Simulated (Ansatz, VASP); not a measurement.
**Si2N in VASP and in Ansatz**

The input INCAR:

```
  PREC = Accurate
  ENCUT = 600
  EDIFF = 1E-6
  ISMEAR = 0
  SIGMA = 0.1
  LREAL = False
  LASPH = True
  NELM = 80
  ALGO = Normal
  ISIF = 3
  LWAVE = False
  LCHARG = False
  GGA = PE
  IBRION = 2
  NSW = 90
  EDIFFG = -0.04
```

The input KPOINTS:

```
Automatic mesh
0
Gamma
  4 8 4
```

Contents of POSCAR:

```
Si2N
1.0
    4.1702503300      0.0000000000      0.0000000000
    0.0000000000      2.2853843900      0.0000000000
   -0.9379563700      0.0000000000      4.3210454000
Si N
2 1
Direct
    0.5000000000      0.4639600700      0.0000000000
    0.0000000000      0.9409087200      0.0000000000
    0.0000000000      0.6605855100      0.5000000000
```

Input for Ansatz:

```yaml
crystal:
  lattice:
    - [4.17025033, 0.0, 0.0]
    - [0.0, 2.28538439, 0.0]
    - [-0.93795637, 0.0, 4.3210454]
  atoms:
    - { symbol: Si, position: [0.5, 0.46396007, 0.0] }
    - { symbol: Si, position: [0.0, 0.94090872, 0.0] }
    - { symbol: "N", position: [0.0, 0.66058551, 0.5] }
basis:
  ecutwfc: 420
kpoints:
  mp_grid: { grid: [4, 8, 4] }
hamiltonian:
  xc: pbe
scf:
  occupations: { method: gaussian, width: 0.1 }
  lower_state_search: "off"
output:
  forces: true
  stress: true
  eigenvalues: true
relax:
  adjacent_minimum: "off"
  f_tol: 0.04
  max_steps: 70
  cell: { stress_tol: 0.4 }
```

Alike in both runs: task relaxation of cell and atoms; functional PBE; k mesh 4 × 8 × 4; occupations gaussian, width 0.1 eV; no spin polarisation.

|  | VASP | Ansatz |
| --- | --- | --- |
| version | VASP 6.6.1 | Ansatz 0.2.0 |
| potentials or method | VASP PAW PBE potentials, release 64 (Si, N), cutoff 600 eV | scalar-relativistic, plane waves, PAW |
| valence electrons in the cell | 13 | 13 |

|  | VASP | Ansatz | Ansatz less VASP |
| --- | --- | --- | --- |
| gap on the k mesh at the Fermi level, each at its own relaxed structure (eV) | none | none | - |
| relaxed volume (Å³/atom) | 12.57 | 11.34 | -1.236 |
| relaxed length of the cell vector where the two differ most in proportion (Å) | 3.492 | 4.166 | +0.6736 |

A gap of «none» marks a metal or a gap that the smearing closes. One of these differences is far larger than is usual between the two programs; its cause wasn't traced.

The k mesh is coarse, so the values compare programs but aren't converged.
